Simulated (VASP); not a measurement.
# Co (P6_3/mmc) in VASP: further runs, part 3 of 3

VASP 6.6.1.

### Step 6. Single point, BLYP, collinear spin, ferromagnetic start (volume scaled by 1.12)

Contents of INCAR:

```
PREC = Accurate
ENCUT = 520
EDIFF = 1E-7
ISMEAR = -1
SIGMA = 0.05
LREAL = False
LASPH = True
NELM = 150
ALGO = Normal
ISIF = 2
LWAVE = False
LCHARG = False
ISPIN = 2
MAGMOM = 1.703 1.703 1.72 1.72
LORBIT = 11
LMAXMIX = 4
GGA = B5
ALDAX = 1.0
AGGAX = 1.0
AGGAC = 1.0
ALDAC = 0.0
NBANDS = 30
```

Contents of KPOINTS:

```
regular mesh
0
Gamma
  16 16 5
```

Contents of POSCAR:

```
Co
1.0
    2.6311458928      0.0000000000      0.0000000000
   -1.3155729464      2.2786391842      0.0000000000
    0.0000000000      0.0000000000      8.5090540484
Co
4
Direct
    0.0000000000      0.0000000000      0.0000000000
    1.0000000000      1.0000000000      0.5000000000
    0.3333333333      0.6666666667      0.2500000000
    0.6666666667      0.3333333333      0.7500000000
```

Potentials or basis: VASP PAW PBE potentials, release 64 (Co).

Command:

```sh
$ cat potpaw_PBE.64/Co/POTCAR > POTCAR
$ mpirun -np 1 vasp_std > vasp.out
```

OUTCAR:

```text
PREC = Accurate
   ENCUT = 520
   EDIFF = 1E-7
   ISMEAR = -1
   LREAL = False
   LASPH = True
   NELM = 150
   ISIF = 2
   ISPIN = 2
   LORBIT = 11
   GGA = B5

 ion  position               nearest neighbor table
   1  0.000  0.000  0.000-   3 2.61   4 2.61   3 2.61   4 2.61   4 2.61   3 2.61
   2  0.000  0.000  0.500-   3 2.61   4 2.61   3 2.61   4 2.61   4 2.61   3 2.61
   3  0.333  0.667  0.250-   1 2.61   2 2.61   1 2.61   2 2.61   1 2.61   2 2.61
   4  0.667  0.333  0.750-   1 2.61   2 2.61   1 2.61   2 2.61   1 2.61   2 2.61

  LATTYP: Found a hexagonal cell.
 ALAT       =     2.6311458928
 C/A-ratio  =     3.2339727233

  Lattice vectors:

 A1 = (   2.6311458928,   0.0000000000,   0.0000000000)
 A2 = (  -1.3155729464,   2.2786391842,   0.0000000000)
 A3 = (   0.0000000000,   0.0000000000,   8.5090540484)

Analysis of symmetry for initial positions (statically):
=====================================================================
 Subroutine PRICEL returns:
 Original cell was already a primitive cell.

 Routine SETGRP: Setting up the symmetry group for a
 hexagonal supercell.

 Subroutine GETGRP returns: Found 24 space group operations
 (whereof 12 operations were pure point group operations)
 out of a pool of 24 trial point group operations.

The static configuration has the point symmetry D_3d.
 The point group associated with its full space group is D_6h.

Analysis of symmetry for dynamics (positions and initial velocities):
=====================================================================
 Subroutine PRICEL returns:
 Original cell was already a primitive cell.

 Routine SETGRP: Setting up the symmetry group for a
 hexagonal supercell.

 Subroutine GETGRP returns: Found 24 space group operations
 (whereof 12 operations were pure point group operations)
 out of a pool of 24 trial point group operations.

The dynamic configuration has the point symmetry D_3d.
 The point group associated with its full space group is D_6h.

Analysis of structural, dynamic, and magnetic symmetry:
=====================================================================
 Subroutine PRICEL returns:
 Original cell was already a primitive cell.

 Routine SETGRP: Setting up the symmetry group for a
 hexagonal supercell.

 Subroutine GETGRP returns: Found 24 space group operations
 (whereof 12 operations were pure point group operations)
 out of a pool of 24 trial point group operations.

The overall configuration has the point symmetry D_3d.
 The point group associated with its full space group is D_6h.

 Subroutine INISYM returns: Found 24 space group operations
 (whereof 12 operations are pure point group operations),
 and found     1 'primitive' translations

----------------------------------------------------------------------------------------

                                     Primitive cell

  volume of cell :      51.0155

  direct lattice vectors                    reciprocal lattice vectors
     2.631145893  0.000000000  0.000000000     0.380062543  0.219429212  0.000000000
    -1.315572946  2.278639184  0.000000000     0.000000000  0.438858423  0.000000000
     0.000000000  0.000000000  8.509054048     0.000000000  0.000000000  0.117521877

  length of vectors
     2.631145893  2.631145893  8.509054048     0.438858423  0.438858423  0.117521877

[... 77 lines left out ...]
   ICHARG =      2    charge: 1-file 2-atom 10-const
   ISPIN  =      2    spin polarized calculation?
   LNONCOLLINEAR =      F non collinear calculations
   LSORBIT =      F    spin-orbit coupling
   LASPH  =      T    aspherical Exc in radial PAW
   ENCUT  =  520.0 eV  38.22 Ry    6.18 a.u.   4.89  4.89 15.82*2*pi/ulx,y,z
   NELM   =    150;   NELMIN=  2; NELMDL= -5     # of ELM steps
   EDIFF  = 0.1E-06   stopping-criterion for ELM
   LREAL  =      F    real-space projection
   EDIFFG = 0.1E-05   stopping-criterion for IOM
   NSW    =      0    number of steps for IOM
   IBRION =     -1    ionic relax: 0-MD 1-quasi-New 2-CG
   NFREE  =      0    steps in history (QN), initial steepest desc. (CG)
   ISIF   =      2    stress and relaxation
   ISYM   =      2    0-nonsym 1-usesym 2-fastsym
   POTIM  = 0.5000    time-step for ionic-motion
   TEBEG  =    0.0;   TEEND  =   0.0 temperature during run
   PSTRESS=    0.0 pullay stress
   NELECT =      36.0000    total number of electrons
   NUPDOWN=      -1.0000    fix difference up-down
   EMIN   =  10.00;   EMAX   =-10.00  energy-range for DOS
   EFERMI =   0.00;   METHOD = LEGACY
   ISMEAR =    -1;   SIGMA  =   0.05  broadening in eV -4-tet -1-fermi 0-gaus
   EFERMI_NEDOS =   21; number of points for ismear=-14 and -15
   IALGO  =     38    algorithm
   IMIX   =      4    mixing-type and parameters
     AMIX     =   0.40;   BMIX     =  1.00
     AMIX_MAG =   1.60;   BMIX_MAG =  1.00
  volume/ion in A,a.u.               =      12.75        86.07
  Fermi-wavevector in a.u.,A,eV,Ry     =   1.457499  2.754275 28.902920  2.124305
  Thomas-Fermi vector in A             =   2.574294
   LORBIT       =     11    0 simple, 1 ext, 2 COOP (PROOUT), +10 PAW based schemes
   GGA     = B5    functional components
   LHFCALC =     F    Hartree Fock is set to
   AEXX    =    0.0000 exact exchange contribution
   IVDW    =     0    specifies the selected vdW correction
   LEPSILON=     F    determine dielectric tensor
   LRPA    =     F    only Hartree local field effects (RPA)
 spin polarized calculation
  energy-cutoff  :      520.00
  volume of cell :       51.02
 maximum number of plane-waves:      1404
 NGX is ok and might be reduce to    20
   NGX =  9   NGY =  9   NGZ = 31

 number of electron      35.9999990 magnetization       6.8516499

 Free energy of the ion-electron system (eV)
  ---------------------------------------------------
  ext. energy  EPLUGINS =         0.00000000
  ---------------------------------------------------
  free energy    TOTEN  =       -23.93588266 eV

  energy without entropy =      -23.89826201  energy(sigma->0) =      -23.91707233

 E-fermi :   8.6584     XC(G=0): -11.9033

 val. band max:        8.6578446098   @ k =   0.4375   0.0625   0.0000
 cond. band min:       8.6608018419   @ k =   0.3125   0.0625   0.0000
 fundamental gap:      0.0029572321
 Fermi energy:         8.6583509259

 spin component 1

 k-point     1 :       0.0000    0.0000    0.0000
  band No.  band energies     occupation
      1       0.7307      1.00000
      2       2.7349      1.00000
      3       2.7567      1.00000
      4       4.1965      1.00000
      5       5.9822      1.00000
      6       6.0103      1.00000
[... 781 lines left out ...]
     29      18.8848      0.00000
     30      20.4046      0.00000

 [... further k-points ...]

 spin component 2

 k-point     1 :       0.0000    0.0000    0.0000
  band No.  band energies     occupation
      1       0.7619      1.00000
      2       2.8397      1.00000
      3       2.8463      1.00000
      4       5.1670      1.00000
      5       7.3716      1.00000
      6       7.4396      1.00000
[... 781 lines left out ...]
     29      19.3989      0.00000
     30      20.8603      0.00000

 [... further k-points ...]
[... 5 lines left out ...]
  --------------------------------------------------------------------------------------
  -------------------------------------------------------------------------------------
  Total       -5.0506097     -5.0506097     -5.0730381      0.0000000     -0.0000000      0.0000000
  in kB     -158.6180525   -158.6180525   -159.3224329      0.0000000     -0.0000000      0.0000000
  external PRESSURE =    -158.8528460 kB  Pullay stress =       0.0000000 kB

 VOLUME and BASIS-vectors are now :
 -----------------------------------------------------------------------------
  energy-cutoff  :      520.00
  volume of cell :       51.02
      direct lattice vectors                 reciprocal lattice vectors
     2.631145893  0.000000000  0.000000000     0.380062543  0.219429212  0.000000000
    -1.315572946  2.278639184  0.000000000     0.000000000  0.438858423  0.000000000
     0.000000000  0.000000000  8.509054048     0.000000000  0.000000000  0.117521877

 POSITION                                       TOTAL-FORCE (eV/Angst)
 -----------------------------------------------------------------------------------
      0.00000      0.00000      0.00000        -0.000000      0.000000     -0.000000
      0.00000      0.00000      4.25453        -0.000000      0.000000     -0.000000
     -0.00000      1.51909      2.12726         0.000000      0.000000     -0.000000
      1.31557      0.75955      6.38179        -0.000000      0.000000      0.000000
 -----------------------------------------------------------------------------------
    total drift:                                0.000000     -0.000000      0.000000

  FREE ENERGIE OF THE ION-ELECTRON SYSTEM (eV)
  ---------------------------------------------------
  free  energy   TOTEN  =       -23.9358826553 eV

  energy  without entropy=      -23.8982620140  energy(sigma->0) =      -23.91707233

 total charge

# of ion       s       p       d       tot
------------------------------------------
    1        0.429   0.383   7.230   8.042
    2        0.429   0.383   7.230   8.042
    3        0.429   0.385   7.224   8.037
    4        0.429   0.385   7.224   8.037
--------------------------------------------------
tot          1.715   1.537  28.907  32.159

 magnetization (x)

# of ion       s       p       d       tot
------------------------------------------
    1       -0.011  -0.042   1.798   1.745
    2       -0.011  -0.042   1.798   1.745
    3       -0.011  -0.042   1.813   1.759
    4       -0.011  -0.042   1.813   1.759
--------------------------------------------------
tot         -0.044  -0.168   7.221   7.009
```

OSZICAR:

```text
N       E                     dE             d eps       ncg     rms          rms(c)
DAV:   1     0.238090773669E+03    0.23809E+03   -0.15237E+04 10840   0.152E+03
DAV:   2    -0.133680378492E+02   -0.25146E+03   -0.23559E+03 10824   0.301E+02
DAV:   3    -0.273277692154E+02   -0.13960E+02   -0.12986E+02 11952   0.961E+01
DAV:   4    -0.275759754863E+02   -0.24821E+00   -0.24780E+00 13626   0.123E+01
DAV:   5    -0.275859145495E+02   -0.99391E-02   -0.99381E-02 14888   0.189E+00    0.176E+01
DAV:   6    -0.252715132652E+02    0.23144E+01   -0.29354E+01 12078   0.756E+01    0.122E+01
DAV:   7    -0.243866032998E+02    0.88491E+00   -0.61298E+00 12448   0.413E+01    0.127E+01
DAV:   8    -0.246663830169E+02   -0.27978E+00   -0.52976E+00 12738   0.469E+01    0.144E+01
DAV:   9    -0.239481745310E+02    0.71821E+00   -0.13826E+00 13094   0.238E+01    0.208E+00
DAV:  10    -0.239395686597E+02    0.86059E-02   -0.14497E-01 12538   0.389E+00    0.882E-01
DAV:  11    -0.239358796508E+02    0.36890E-02   -0.96805E-03 14438   0.930E-01    0.402E-01
DAV:  12    -0.239359521961E+02   -0.72545E-04   -0.28724E-03 15126   0.632E-01    0.250E-01
DAV:  13    -0.239358709423E+02    0.81254E-04   -0.79840E-04 12818   0.513E-01    0.617E-02
DAV:  14    -0.239358834061E+02   -0.12464E-04   -0.87191E-05 18534   0.123E-01    0.565E-02
DAV:  15    -0.239358859876E+02   -0.25816E-05   -0.21571E-05 12072   0.728E-02    0.374E-02
DAV:  16    -0.239358823793E+02    0.36083E-05   -0.15680E-05 14606   0.750E-02    0.984E-03
DAV:  17    -0.239358826034E+02   -0.22407E-06   -0.19922E-06 13110   0.188E-02    0.592E-03
DAV:  18    -0.239358826553E+02   -0.51884E-07   -0.15967E-07  6930   0.763E-03
   1 F= -.23935883E+02 E0= -.23917072E+02  d E =-.376206E-01  mag=     6.8515
```

Wall time 6.2 min (1 thread of Oxide Virtual Turin-like, shared host); peak memory 0.27 GiB.

What came out:

```yaml
Free_energy: -23.9359 eV
Pressure: -15.9 GPa
Net_moment: 6.85 μB per cell
Site_moments: Co +1.75, +1.76 μB
Valence_electrons_inside_the_program's_atomic_spheres: Co 8.04
```

Levels at points of the mesh, in eV from the Fermi level:
Spin up:
| k point | band 20 | band 21 | band 22 | band 23 | band 24 | band 25 |
| --- | --- | --- | --- | --- | --- | --- |
| (0.00, 0.00, 0.00) | -1.33 | -1.33 | -1.01 | -1.01 | 0.17 | 5.02 |
| (0.50, 0.00, 0.00) | -0.80 | 0.42 | 1.41 | 1.95 | 2.52 | 5.62 |
Spin down:
```tsv
k point	band 11	band 12	band 13	band 14	band 15	band 16	band 17	band 18
(0.00, 0.00, 0.00)	-0.83	-0.63	-0.63	-0.62	-0.62	0.08	0.08	0.15
(0.50, 0.00, 0.00)	-0.57	-0.06	-0.02	0.67	0.94	0.98	0.99	1.00
```

Caveat: the PAW data sets were made with another functional, which shifts forces and pressure a little.

### Step 7. Single point, BLYP, collinear spin, ferromagnetic start

Contents of INCAR:

```
SYSTEM = Co
PREC = Accurate
ENCUT = 520
EDIFF = 1E-7
ISMEAR = -1
SIGMA = 0.05
LREAL = .FALSE.
LASPH = .TRUE.
NELM = 150
ALGO = Normal
ISIF = 2
LWAVE = .FALSE.
LCHARG = .FALSE.
ISPIN = 2
MAGMOM = 1.707 1.707 1.726 1.726
LORBIT = 11
LMAXMIX = 4
GGA = B5
ALDAX = 1.0
AGGAX = 1.0
AGGAC = 1.0
ALDAC = 0.0
NBANDS = 30
```

Contents of KPOINTS:

```
regular mesh
0
G
  19 19 5
  0 0 0
```

Contents of POSCAR:

```
Co
1.0
    2.5336050857      0.0000000000      0.0000000000
   -1.2668025429      2.1941663673      0.0000000000
    0.0000000000      0.0000000000      8.1936097388
Co
4
Direct
    0.0000000000      0.0000000000      0.0000000000
    1.0000000000      1.0000000000      0.5000000000
    0.3333333333      0.6666666667      0.2500000000
    0.6666666667      0.3333333333      0.7500000000
```

Command:

```sh
$ cat potpaw_PBE.64/Co/POTCAR > POTCAR
$ mpirun -np 1 vasp_std > vasp.out
```

Run time: 9.3 min. Hardware: 1 thread of Oxide Virtual Turin-like, shared host; peak memory 0.3 GiB.

The run converged. Its results:

| Property | Result |
| --- | --- |
| Free energy | -24.2489 eV |
| Pressure | -0.3 GPa |
| Net moment | 6.54 μB per cell |
| Site moments | Co +1.65, +1.67 μB |
| Valence electrons inside the program's atomic spheres | Co 8.22, 8.21 |

Stress tensor (GPa, compression positive):
```
-0.33  0.00  0.00
 0.00 -0.33  0.00
 0.00  0.00 -0.21
```

Levels at points of the mesh, in eV from the Fermi level:
Spin up:
| k point | band 17 | band 18 | band 19 | band 20 | band 21 | band 22 | band 23 | band 24 | band 25 | band 26 |
| --- | --- | --- | --- | --- | --- | --- | --- | --- | --- | --- |
| (0.00, 0.00, 0.00) | -1.82 | -1.51 | -1.51 | -1.20 | -1.20 | -0.83 | -0.83 | 0.11 | 5.94 | 14.57 |
Spin down:
```csv
k point,band 10,band 11,band 12,band 13,band 14,band 15,band 16,band 17,band 18,band 19
"(0.00, 0.00, 0.00)",-1.06,-1.00,-0.79,-0.79,-0.75,-0.75,0.03,0.03,0.11,0.35
```

Caveat: the PAW data sets were made with another functional, which shifts forces and pressure a little.

### Step 8. Summary

```csv
spin,cell,k mesh,gap on the mesh (eV),pressure (GPa),moment (μB)
"collinear, ferromagnetic start","a = 2.534, b = 2.534, c = 8.194 Å, angles 90.0, 90.0, 120.0°, 4 atoms",16 × 16 × 5,none,-0.6,6.47
"collinear, antiferromagnetic start","a = 2.534, b = 2.534, c = 8.194 Å, angles 90.0, 90.0, 120.0°, 4 atoms",14 × 14 × 4,none,-6.2,0.37
"collinear, ferromagnetic start","a = 2.428, b = 2.428, c = 7.852 Å, angles 90.0, 90.0, 120.0°, 4 atoms",16 × 16 × 5,none,31.4,6.16
"collinear, ferromagnetic start","a = 2.464, b = 2.464, c = 7.969 Å, angles 90.0, 90.0, 120.0°, 4 atoms",16 × 16 × 5,none,18.2,6.26
"collinear, ferromagnetic start","a = 2.631, b = 2.631, c = 8.509 Å, angles 90.0, 90.0, 120.0°, 4 atoms",16 × 16 × 5,none,-15.9,6.85
"collinear, ferromagnetic start","a = 2.534, b = 2.534, c = 8.194 Å, angles 90.0, 90.0, 120.0°, 4 atoms",19 × 19 × 5,none,-0.3,6.54
```

Alike in all rows: task single point; level BLYP; potentials or basis VASP PAW PBE potentials, release 64 (Co); cutoff (eV) 520; smearing fermi-dirac 0.05 eV.

Every run on the cell as given and a fine mesh finds a metal.

Caveats: the PAW data sets were made with another functional, which shifts forces and pressure a little.

Total energies depend on the potentials used, so only differences within one code and one set of settings carry meaning.
